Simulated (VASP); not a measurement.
**CrSi6Mo2: single point with PBE**

CrSi6Mo2:

```
CELL_PARAMETERS angstrom
0.00000 3.88824 6.73571
2.24964 0.00000 6.73571
2.24964 3.88824 0.00000
ATOMIC_POSITIONS crystal
Cr 0.50000 0.50000 0.50000
Si 0.17213 0.49990 0.50010
Si 0.50010 0.82787 0.17213
Si 0.83485 0.16515 0.83485
Si 0.49990 0.17213 0.82787
Si 0.82787 0.50010 0.49990
Si 0.16515 0.83485 0.16515
Mo 0.83399 0.83399 0.16601
Mo 0.16601 0.16601 0.83399
```

- Program: VASP 6.6.1
- Task: single point
- Functional: PBE
- Potentials or basis: VASP PAW PBE potentials, release 64 (Cr_pv, Si, Mo_sv)
- Cutoff: 520 eV
- k mesh: 10 × 10 × 10
- Occupations: gaussian, width 0.1 eV
- Spin: no spin polarisation
- Dipole correction: no
- k mesh for the DOS: 15 × 15 × 15
- Occupations for the DOS: tetrahedron
- Further INCAR settings: ALGO = Fast; EDIFF = 1e-07

```json
{
  "Valence electrons inside the program's atomic spheres": "Cr 10.95; Si 1.62, 1.61 (each value once); Mo 12.71"
}
```

Levels at points of the mesh, in eV from the Fermi level:
```
           k point  band 29  band 30  band 31  band 32  band 33  band 34  band 35  band 36
(0.00, 0.00, 0.00)    -2.24    -1.78    -1.59     0.21     2.18     2.24     2.28     2.43
```

Run time: 110 min on 1 thread of Oxide Virtual Turin-like Processor, with other jobs on the host, peak memory 1.8 GiB.

Caveat: the run has no spin polarisation, though such a crystal can be magnetic. Spin polarisation is off, so any magnetic state and its effect on volume and gap are missing.
